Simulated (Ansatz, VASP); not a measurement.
Al2Ru in VASP and in Ansatz

File INCAR:

```
PREC = Accurate
ENCUT = 500
EDIFF = 1E-6
ISMEAR = 0
SIGMA = 0.15
LREAL = F
LASPH = T
NELM = 120
ALGO = Normal
ISIF = 2
LWAVE = F
LCHARG = T
GGA = PS
LELF = T
LVHAR = T
NBANDS = 17
GGA_COMPAT = F
```

KPOINTS

```
regular mesh
0
Gamma
  16 16 16
```

Contents of POSCAR:

```
Al2Ru
1.0
   -1.5606788835      1.5606788835      4.2115520667
    1.5606788835     -1.5606788835      4.2115520667
    1.5606788835      1.5606788835     -4.2115520667
Al Ru
2 1
Direct
    0.6590760827      0.6590760827      0.0000000000
    0.3409239173      0.3409239173      0.0000000000
    0.0000000000      0.0000000000      0.0000000000
```

Input for Ansatz:

```yaml
crystal:
  lattice:
    - [-1.5606788815, 1.5606788815, 4.2115520768]
    - [1.5606788815, -1.5606788815, 4.2115520768]
    - [1.5606788815, 1.5606788815, -4.2115520768]
  atoms:
    - { symbol: Al, position: [0.6590760825, 0.6590760825, 0.0] }
    - { symbol: Al, position: [0.3409239175, 0.3409239175, 0.0] }
    - { symbol: Ru, position: [0.0, 0.0, 0.0] }
basis:
  ecutwfc: 420
kpoints:
  mp_grid: { grid: [16, 16, 16] }
hamiltonian:
  xc: pbesol
scf:
  occupations: { method: gaussian, width: 0.15 }
output:
  forces: true
  stress: true
  eigenvalues: true
```

Alike in both runs: task single point; functional PBEsol; k mesh 16 × 16 × 16; occupations gaussian, width 0.15 eV; no spin polarisation.

|  | VASP | Ansatz |
| --- | --- | --- |
| version | VASP 6.6.1 | Ansatz 0.2.0 |
| potentials or method | VASP PAW PBE potentials, release 64 (Al, Ru_pv), cutoff 500 eV | scalar-relativistic, plane waves, PAW |
| valence electrons in the cell | 20 | 22 |

Ansatz gave:

```
gap on the k mesh at the Fermi level (eV)                     : none
pressure (GPa)                                                : 0.0
traceless stress, the component that is largest in VASP (GPa) : -0.05
```

What did VASP give for the same quantities?

gap on the k mesh at the Fermi level (eV): none; pressure (GPa): 0.1; traceless stress, the component that is largest in VASP (GPa): -0.04.

VASP's potentials were made for PBE, not for PBEsol. A gap of «none» marks a metal or a gap that the smearing closes. VASP's potentials hold 20 valence electrons a cell and Ansatz's 22, so a difference there can come from the potentials and not from the codes.
